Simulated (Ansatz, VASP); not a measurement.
**Two plane-wave programs on TiC**

The input POSCAR:

```
TiC
1.0
    0.0000000000      2.0990800000      2.0990800000
    2.0990800000      0.0000000000      2.0990800000
    2.0990800000      2.0990800000      0.0000000000
Ti C
1 1
Direct
    0.0000000000      0.0000000000      0.0000000000
    0.5000000000      0.5000000000      0.5000000000
```

INCAR.step1

```
SYSTEM = TiC
  PREC = Accurate
  ENCUT = 520
  ISMEAR = 0
  SIGMA = 0.15
  LREAL = .False.
  LASPH = .True.
  NELM = 80
  NBANDS = 15
  GGA = PE
  ALGO = Normal
  EDIFF = 1E-4
  LWAVE = .True.
  LCHARG = .False.
```

File INCAR.step2:

```
SYSTEM = TiC
  PREC = Accurate
  ENCUT = 520
  EDIFF = 1E-7
  ISMEAR = 0
  SIGMA = 0.15
  LREAL = .False.
  LASPH = .True.
  NELM = 80
  ALGO = Normal
  ISIF = 2
  LWAVE = .False.
  LCHARG = .True.
  METAGGA = R2SCAN
  LMIXTAU = .True.
  LELF = .True.
  LVHAR = .True.
  NBANDS = 15
  ISTART = 1
```

The input KPOINTS:

```
Automatic mesh
0
Gamma
  18 18 18
  0 0 0
```

Input for Ansatz:

```yaml
crystal:
  lattice:
    - [0.0, 2.09908, 2.09908]
    - [2.09908, 0.0, 2.09908]
    - [2.09908, 2.09908, 0.0]
  atoms:
    - { symbol: Ti, position: [0.0, 0.0, 0.0] }
    - { symbol: C, position: [0.5, 0.5, 0.5] }
basis:
  ecutwfc: 500
kpoints:
  mp_grid: { grid: [18, 18, 18] }
hamiltonian:
  xc: r2scan
scf:
  occupations: { method: gaussian, width: 0.15 }
output:
  forces: true
  stress: true
  eigenvalues: true
```

Change from the starting cell: strain -0.030 along x and y, -0.030 along z, atoms carried along.

Alike in both runs: task single point; functional r2SCAN; k mesh 18 × 18 × 18; occupations gaussian, width 0.15 eV; no spin polarisation.

|  | VASP | Ansatz |
| --- | --- | --- |
| version | VASP 6.6.1 | Ansatz 0.2.0 |
| potentials or method | VASP PAW PBE potentials, release 64 (Ti_sv, C), cutoff 520 eV | scalar-relativistic, plane waves, PAW |
| valence electrons in the cell | 16 | 16 |

|  | VASP | Ansatz | Ansatz less VASP |
| --- | --- | --- | --- |
| gap on the k mesh at the Fermi level (eV) | none | none | - |
| pressure (GPa) | 29.9 | 28.7 | -1.19 |

VASP's potentials were made for PBE, not for r2SCAN. A gap of «none» marks a metal or a gap that the smearing closes. Both programs put the cell under a high pressure, so it lies far from rest at this level.
